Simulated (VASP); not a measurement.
V:

```
V
1.0
     2.53728   -1.67694    0.00000
     2.53728    1.67694    0.00000
     0.00000    0.00000    6.84068
V
4
Direct
  0.85000 0.15000 0.11700
  0.65000 0.35000 0.61700
  0.15000 0.85000 0.88300
  0.35000 0.65000 0.38300
```

| Quantity | Value |
| --- | --- |
| Program | VASP 6.6.1 |
| Task | relaxation of cell and atoms |
| Functional | PBEsol |
| Potentials or basis | VASP PAW PBE potentials, release 64 (V_sv) |
| Cutoff | 600 eV |
| k mesh | 6 × 6 × 4 |
| Occupations | gaussian, width 0.1 eV |
| Spin | no spin polarisation |

At the start: pressure -2.9 GPa; volume 14.55 Å³/atom.

Task: How do energy, volume and symmetry change on relaxing?

Result: Over 26 steps the energy falls by 541.9 meV/atom and the volume is 13.01 Å³/atom (-10.6 %); space group Cmce (No. 64, to 0.05 Å).

The path:
| step | energy change (eV) | largest force (eV/Å) | pressure (GPa) | volume (Å³) |
| --- | --- | --- | --- | --- |
| 1 | 0.0000 | 2.1535 | -2.88 | 58.21 |
| 2 | -1.5890 | 0.6428 | -8.32 | 55.38 |
| 3 | -1.6672 | 0.7321 | -4.98 | 54.33 |
| 4 | -1.9613 | 0.6149 | 6.54 | 50.52 |
| 5 | -1.9676 | 0.5749 | 9.10 | 49.87 |
| 6 | -2.1205 | 0.1707 | 2.61 | 51.23 |
| 7 | -2.1308 | 0.1376 | 1.04 | 51.59 |
| 8 | -2.1312 | 0.1413 | 0.63 | 51.69 |
| 9 | -2.1387 | 0.1103 | -0.26 | 51.92 |
| 10 | -2.1419 | 0.0972 | -1.28 | 52.20 |
| 11 | -2.1460 | 0.0988 | 0.42 | 51.72 |
| 12 | -2.1460 | 0.0998 | 0.70 | 51.66 |
| 13 | -2.1495 | 0.0830 | 0.54 | 51.69 |
| 14 | -2.1557 | 0.0575 | 0.22 | 51.79 |
| 15 | -2.1559 | 0.0608 | 0.18 | 51.81 |
| 16 | -2.1594 | 0.0509 | -0.38 | 52.00 |
| 17 | -2.1597 | 0.0487 | -0.53 | 52.05 |
| 18 | -2.1606 | 0.0375 | 1.03 | 51.64 |
| 19 | -2.1608 | 0.0407 | 0.59 | 51.77 |
| 20 | -2.1622 | 0.0354 | 0.49 | 51.79 |
| 21 | -2.1645 | 0.0493 | 0.27 | 51.85 |
| 22 | -2.1648 | 0.0603 | 0.20 | 51.87 |
| 23 | -2.1658 | 0.0431 | -0.38 | 52.03 |
| 24 | -2.1660 | 0.0342 | -0.73 | 52.14 |
| 25 | -2.1665 | 0.0292 | -0.63 | 52.11 |
| 26 | -2.1676 | 0.0258 | -0.32 | 52.03 |

Final structure:
```
V
1.0
     2.17062   -1.48782    0.00000
     2.17062    1.48782    0.00000
     0.00000    0.00000    8.05566
V
4
Cartesian
  2.1706 -0.7716 1.0051
  2.1706 -0.7162 5.0330
  2.1706 0.7716 7.0505
  2.1706 0.7162 3.0227
```

Caveat: the k points lie up to 0.43 Å⁻¹ apart in the final cell; the PAW data sets were made with another functional, which shifts forces and pressure a little.
